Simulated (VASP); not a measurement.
# LiTaBe2N3 (Fmm2) in VASP: single point with PBE

Aim: the single point of LiTaBe2N3 with PBE.

All numbers are computed with VASP 6.6.1; they aren't measurements. Logs are shortened: lines on timing, memory, paths and dates and some standing lists are left out, and cuts for length are marked.

## 1. The cell of the first run

Symmetry: Fmm2, No. 42, orthorhombic system. Conventional cell: a = 4.049 Å, b = 6.530 Å, c = 10.388 Å, α = 90.00°, β = 90.00°, γ = 90.00°. Li (site symmetry mm2) has 4 N at 2.03 to 2.48 Å and 4 Be at 2.59 Å and 2 Ta at 2.69 Å within 2.7 Å. Within 2.7 Å of Ta (site symmetry mm2) lie 7 N at 1.91 to 2.33 Å and 4 Be at 2.55 Å and 2 Li at 2.69 Å. Within 2.2 Å of Be (site symmetry 2) lie 2 N at 1.69 Å and 2 Be at 2.02 Å. N (site symmetry m) has 2 Be at 1.69 Å and 3 N at 2.12 to 2.33 Å and 3 Ta at 2.25 to 2.33 Å and 1 Li at 2.48 Å within 2.5 Å. Within 2.6 Å of N (site symmetry mm2) lie 1 Ta at 1.91 Å and 2 Li at 2.03 Å and 4 Be at 2.50 Å.

The cell was generated, and may not be a known phase.

## 2. Single point, PBE

Input file INCAR:

```
SYSTEM = LiTaBe2N3
  ALGO = Normal
  EDIFF = 1E-6
  ENCUT = 750
  GGA = PE
  GGA_COMPAT = .FALSE.
  ISIF = 2
  ISMEAR = 0
  LASPH = .TRUE.
  LCHARG = .FALSE.
  LREAL = .FALSE.
  LWAVE = .FALSE.
  NBANDS = 26
  NELM = 120
  PREC = Accurate
  SIGMA = 0.15
```

Input file KPOINTS:

```
k-points
0
G
  3 3 3
  0 0 0
```

Input file POSCAR:

```
LiTaBe2N3
1.0
    0.0000000000      3.2649011356      5.1941423208
    2.0242710601      0.0000000000      5.1941423208
    2.0242710601      3.2649011356      0.0000000000
Li Ta Be N
1 1 2 3
Direct
    0.2278653681      0.2278653681      0.7721346319
    0.5567348828      0.5567348828      0.4432651172
    0.8947444785      0.8947444785      0.6052555215
    0.3947444785      0.3947444785      0.1052555215
    0.8498856580      0.1747260645      0.8252739355
    0.1747260645      0.8498856580      0.1501143420
    0.7402798097      0.7402798097      0.2597201903
```

Potentials or basis: VASP PAW PBE potentials, release 64 (Li_sv, Ta_pv, Be, N).

The run is started by

```bash
$ cat potpaw_PBE.64/Li_sv/POTCAR potpaw_PBE.64/Ta_pv/POTCAR potpaw_PBE.64/Be/POTCAR potpaw_PBE.64/N/POTCAR > POTCAR
$ mpirun -np 1 vasp_std > vasp.out
```

OUTCAR:

```text
SYSTEM = LiTaBe2N3
   EDIFF = 1E-6
   ENCUT = 750
   GGA = PE
   ISIF = 2
   ISMEAR = 0
   LASPH = .TRUE.
   LREAL = .FALSE.
   NELM = 120
   PREC = Accurate

 ion  position               nearest neighbor table
   1  0.228  0.228  0.772-   7 2.03   7 2.03   2 2.69   2 2.69
   2  0.557  0.557  0.443-   7 1.91   6 2.25   5 2.25   6 2.33   6 2.33   5 2.33   5 2.33   3 2.55
                             4 2.55   3 2.55   4 2.55   1 2.69   1 2.69
   3  0.895  0.895  0.605-   5 1.69   6 1.69   4 2.02   4 2.02   2 2.55   2 2.55
   4  0.395  0.395  0.105-   5 1.69   6 1.69   3 2.02   3 2.02   2 2.55   2 2.55
   5  0.850  0.175  0.825-   3 1.69   4 1.69   2 2.25   2 2.33   2 2.33
   6  0.175  0.850  0.150-   3 1.69   4 1.69   2 2.25   2 2.33   2 2.33
   7  0.740  0.740  0.260-   2 1.91   1 2.03   1 2.03

  LATTYP: Found a face centered orthorhombic cell.
 ALAT       =     4.0485421202
 B/A-ratio  =     1.6128774451
 C/A-ratio  =     2.5659322129

  Lattice vectors:

 A1 = (   0.0000000000,   3.2649011356,   5.1941423208)
 A2 = (   2.0242710601,   0.0000000000,   5.1941423208)
 A3 = (   2.0242710601,   3.2649011356,   0.0000000000)

Analysis of symmetry for initial positions (statically):
=====================================================================
 Subroutine PRICEL returns:
 Original cell was already a primitive cell.

 Routine SETGRP: Setting up the symmetry group for a
 face centered orthorhombic supercell.

 Subroutine GETGRP returns: Found  4 space group operations
 (whereof  4 operations were pure point group operations)
 out of a pool of  8 trial point group operations.

The static configuration has the point symmetry C_2v.

Analysis of symmetry for dynamics (positions and initial velocities):
=====================================================================
 Subroutine PRICEL returns:
 Original cell was already a primitive cell.

 Routine SETGRP: Setting up the symmetry group for a
 face centered orthorhombic supercell.

 Subroutine GETGRP returns: Found  4 space group operations
 (whereof  4 operations were pure point group operations)
 out of a pool of  8 trial point group operations.

The dynamic configuration has the point symmetry C_2v.

 Subroutine INISYM returns: Found  4 space group operations
 (whereof  4 operations are pure point group operations),
 and found     1 'primitive' translations

----------------------------------------------------------------------------------------

                                     Primitive cell

  volume of cell :      68.6566

  direct lattice vectors                    reciprocal lattice vectors
     0.000000000  3.264901136  5.194142321    -0.247002494  0.153143994  0.096262283
     2.024271060  0.000000000  5.194142321     0.247002494 -0.153143994  0.096262283
     2.024271060  3.264901136  0.000000000     0.247002494  0.153143994 -0.096262283

  length of vectors
     6.135038213  5.574655844  3.841516986     0.306153135  0.306153135  0.306153135

  position of ions in fractional coordinates (direct lattice)
     0.227865368  0.227865368  0.772134632
     0.556734883  0.556734883  0.443265117
     0.894744479  0.894744479  0.605255521
     0.394744479  0.394744479  0.105255521
     0.849885658  0.174726064  0.825273936
     0.174726064  0.849885658  0.150114342
     0.740279810  0.740279810  0.259720190

  ion indices of the primitive-cell ions
   primitive index   ion index
                 1           1
                 2           2
                 3           3
                 4           4
                 5           5
                 6           6
                 7           7

----------------------------------------------------------------------------------------

 KPOINTS: k-points

Automatic generation of k-mesh.
 Grid dimensions read from file:
 generate k-points for:    3    3    3

 Generating k-lattice:

  Cartesian coordinates                     Fractional coordinates (reciprocal lattice)
    -0.082334165  0.051047998  0.032087428     0.333333333  0.000000000  0.000000000
     0.082334165 -0.051047998  0.032087428     0.000000000  0.333333333 -0.000000000
     0.082334165  0.051047998 -0.032087428     0.000000000 -0.000000000  0.333333333

  Length of vectors
     0.102051045  0.102051045  0.102051045

  Shift w.r.t. Gamma in fractional coordinates (k-lattice)
     0.000000000  0.000000000  0.000000000

 Subroutine IBZKPT returns following result:
 ===========================================

 Found      8 irreducible k-points:

 Following reciprocal coordinates:
            Coordinates               Weight
  0.000000  0.000000  0.000000      1.000000
  0.333333  0.000000  0.000000      8.000000
  0.333333  0.333333  0.000000      2.000000
 -0.333333  0.333333  0.000000      4.000000
  0.333333  0.000000  0.333333      2.000000
 -0.333333 -0.000000  0.333333      4.000000
  0.000000  0.333333  0.333333      2.000000
 -0.333333  0.333333  0.333333      4.000000
   k-points           NKPTS =      8   k-points in BZ     NKDIM =      8   number of bands    NBANDS=     26
   number of dos      NEDOS =    301   number of ions     NIONS =      7
   total plane-waves  NPLWV = 100800
   dimension x,y,z NGX =    56 NGY =   50 NGZ =   36
   dimension x,y,z NGXF=   112 NGYF=  100 NGZF=   72
   ions per type =               1   1   2   3
   NGX,Y,Z   is equivalent  to a cutoff of  15.17, 14.91, 15.58 a.u.
   NGXF,Y,Z  is equivalent  to a cutoff of  30.35, 29.82, 31.16 a.u.
 SYSTEM =  LiTaBe2N3
   PREC   = accura    normal or accurate (medium, high low for compatibility)
   ISTART =      0    job   : 0-new  1-cont  2-samecut
   ICHARG =      2    charge: 1-file 2-atom 10-const
   ISPIN  =      1    spin polarized calculation?
   LNONCOLLINEAR =      F non collinear calculations
   LSORBIT =      F    spin-orbit coupling
   LASPH  =      T    aspherical Exc in radial PAW
   ENCUT  =  750.0 eV  55.12 Ry    7.42 a.u.  13.70 12.45  8.58*2*pi/ulx,y,z
   NELM   =    120;   NELMIN=  2; NELMDL= -5     # of ELM steps
   EDIFF  = 0.1E-05   stopping-criterion for ELM
   LREAL  =      F    real-space projection
   EDIFFG = 0.1E-04   stopping-criterion for IOM
   NSW    =      0    number of steps for IOM
   IBRION =     -1    ionic relax: 0-MD 1-quasi-New 2-CG
   NFREE  =      0    steps in history (QN), initial steepest desc. (CG)
   ISIF   =      2    stress and relaxation
   ISYM   =      2    0-nonsym 1-usesym 2-fastsym
   POTIM  = 0.5000    time-step for ionic-motion
   TEBEG  =    0.0;   TEEND  =   0.0 temperature during run
   PSTRESS=    0.0 pullay stress
   NELECT =      33.0000    total number of electrons
   NUPDOWN=      -1.0000    fix difference up-down
   EMIN   =  10.00;   EMAX   =-10.00  energy-range for DOS
   EFERMI =   0.00;   METHOD = LEGACY
   ISMEAR =     0;   SIGMA  =   0.15  broadening in eV -4-tet -1-fermi 0-gaus
   EFERMI_NEDOS =   21; number of points for ismear=-14 and -15
   IALGO  =     38    algorithm
   IMIX   =      4    mixing-type and parameters
     AMIX     =   0.40;   BMIX     =  1.00
     AMIX_MAG =   1.60;   BMIX_MAG =  1.00
  volume/ion in A,a.u.               =       9.81        66.19
  Fermi-wavevector in a.u.,A,eV,Ry     =   1.282386  2.423357 22.374955  1.644513
  Thomas-Fermi vector in A             =   2.414700
   LORBIT       =      0    0 simple, 1 ext, 2 COOP (PROOUT), +10 PAW based schemes
   GGA     = PE    functional components
   LHFCALC =     F    Hartree Fock is set to
   AEXX    =    0.0000 exact exchange contribution
   IVDW    =     0    specifies the selected vdW correction
   LEPSILON=     F    determine dielectric tensor
   LRPA    =     F    only Hartree local field effects (RPA)
 non-spin polarized calculation
 Gauss-broadening in eV      SIGMA  =   0.15
  energy-cutoff  :      750.00
  volume of cell :       68.66
 maximum number of plane-waves:      3233
   NGX = 27   NGY = 25   NGZ = 17

 number of electron      33.0000001 magnetization

 Free energy of the ion-electron system (eV)
  ---------------------------------------------------
  ext. energy  EPLUGINS =         0.00000000
  ---------------------------------------------------
  free energy    TOTEN  =       -46.40146846 eV

  energy without entropy =      -46.37855253  energy(sigma->0) =      -46.39001050

 E-fermi :   5.3097     XC(G=0): -10.9903

 val. band max:        5.2886432782   @ k =  -0.3333   0.3333   0.0000
 cond. band min:       5.4531537562   @ k =  -0.3333   0.3333   0.3333
 fundamental gap:      0.1645104780
 Fermi energy:         5.3096732958

 k-point     1 :       0.0000    0.0000    0.0000
  band No.  band energies     occupation
      1     -40.0894      2.00000
      2     -29.9942      2.00000
      3     -29.9072      2.00000
      4     -29.9059      2.00000
      5     -12.2644      2.00000
      6      -8.3339      2.00000
[... 18 lines left out ...]
     25      12.2623      0.00000
     26      12.5079      0.00000

 k-point     2 :       0.3333    0.0000    0.0000
  band No.  band energies     occupation
      1     -40.0888      2.00000
      2     -29.9905      2.00000
      3     -29.9678      2.00000
      4     -29.9164      2.00000
      5     -11.2827      2.00000
      6      -9.1179      2.00000
[... 18 lines left out ...]
     25      12.7407      0.00000
     26      13.3574      0.00000

 k-point     3 :       0.3333    0.3333    0.0000
  band No.  band energies     occupation
      1     -40.0894      2.00000
      2     -29.9946      2.00000
      3     -29.9071      2.00000
      4     -29.9060      2.00000
      5     -12.2331      2.00000
      6      -8.3400      2.00000
[... 108 lines left out ...]
 k-point     7 :       0.0000    0.3333    0.3333
  band No.  band energies     occupation
      1     -40.0885      2.00000
      2     -29.9856      2.00000
      3     -29.9762      2.00000
      4     -29.9547      2.00000
      5     -10.2470      2.00000
      6     -10.0294      2.00000
[... 18 lines left out ...]
     25      12.3263      0.00000
     26      13.6824      0.00000

 k-point     8 :      -0.3333    0.3333    0.3333
  band No.  band energies     occupation
      1     -40.0887      2.00000
      2     -29.9900      2.00000
      3     -29.9763      2.00000
      4     -29.9248      2.00000
      5     -11.1531      2.00000
      6      -9.1467      2.00000
[... 18 lines left out ...]
     25      12.5805      0.00000
     26      12.8827      0.00000

------------------------ aborting loop because EDIFF is reached ----------------------------------------

  FORCE on cell =-STRESS in cart. coord.  units (eV):
  Direction    XX          YY          ZZ          XY          YZ          ZX
  --------------------------------------------------------------------------------------
  -------------------------------------------------------------------------------------
  Total        0.1507193      0.0701529      0.2665749      0.0000000      0.0000000      0.0000000
  in kB        3.5171992      1.6370949      6.2208150      0.0000000      0.0000000      0.0000000
  external PRESSURE =       3.7917030 kB  Pullay stress =       0.0000000 kB

 VOLUME and BASIS-vectors are now :
 -----------------------------------------------------------------------------
  energy-cutoff  :      750.00
  volume of cell :       68.66
      direct lattice vectors                 reciprocal lattice vectors
     0.000000000  3.264901136  5.194142321    -0.247002494  0.153143994  0.096262283
     2.024271060  0.000000000  5.194142321     0.247002494 -0.153143994  0.096262283
     2.024271060  3.264901136  0.000000000     0.247002494  0.153143994 -0.096262283

 POSITION                                       TOTAL-FORCE (eV/Angst)
 -----------------------------------------------------------------------------------
      2.02427      3.26490      2.36713         0.000000      0.000000     -0.005334
      2.02427      3.26490      5.78352         0.000000      0.000000     -0.126067
      3.03641      4.89735      9.29486         0.000000     -0.000000     -0.041553
      1.01214      1.63245      4.10072         0.000000      0.000000     -0.041553
      2.02427      5.46923      5.32198         0.000000      0.030362      0.042604
      2.02427      1.06057      5.32198         0.000000     -0.030362      0.042604
      2.02427      3.26490      7.69024         0.000000      0.000000      0.129301
 -----------------------------------------------------------------------------------
    total drift:                               -0.000004      0.000001      0.000056

  FREE ENERGIE OF THE ION-ELECTRON SYSTEM (eV)
  ---------------------------------------------------
  free  energy   TOTEN  =       -46.4014684636 eV

  energy  without entropy=      -46.3785525336  energy(sigma->0) =      -46.39001050
```

Run time: 51 s. Hardware: 1 thread of AMD EPYC 7R43 (Zen 3), shared host; peak memory 0.27 GiB.

What came out:

| Property | Result |
| --- | --- |
| Free energy | -46.4015 eV |
| Pressure | 0.4 GPa |
| Largest force | 0.129 eV/Å |
| Band gap on the k mesh | zero (an odd number of electrons rules out a gap without spin polarisation) |

Forces in eV/Å, atoms in the order of the input:
```
Li   0.000  0.000 -0.005
Ta   0.000  0.000 -0.126
Be   0.000  0.000 -0.042
Be   0.000  0.000 -0.042
N    0.000  0.030  0.043
N    0.000 -0.030  0.043
N    0.000  0.000  0.129
```

Stress tensor (GPa, compression positive):
```
0.35 0.00 0.00
0.00 0.16 0.00
0.00 0.00 0.62
```

Levels at points of the mesh, in eV from the Fermi level:
| k point | band 13 | band 14 | band 15 | band 16 | band 17 | band 18 | band 19 | band 20 |
| --- | --- | --- | --- | --- | --- | --- | --- | --- |
| (0.00, 0.00, 0.00) | -3.59 | -2.27 | -2.00 | -1.87 | -1.03 | 3.02 | 3.07 | 4.08 |

Caveat: the k points lie up to 0.64 Å⁻¹ apart, too coarse for converged energies and pressures of a metal; spin-orbit coupling is left out, which moves the levels of the heavy elements.

The gap in the log of VASP goes by the Fermi energy; the results here count the filled bands.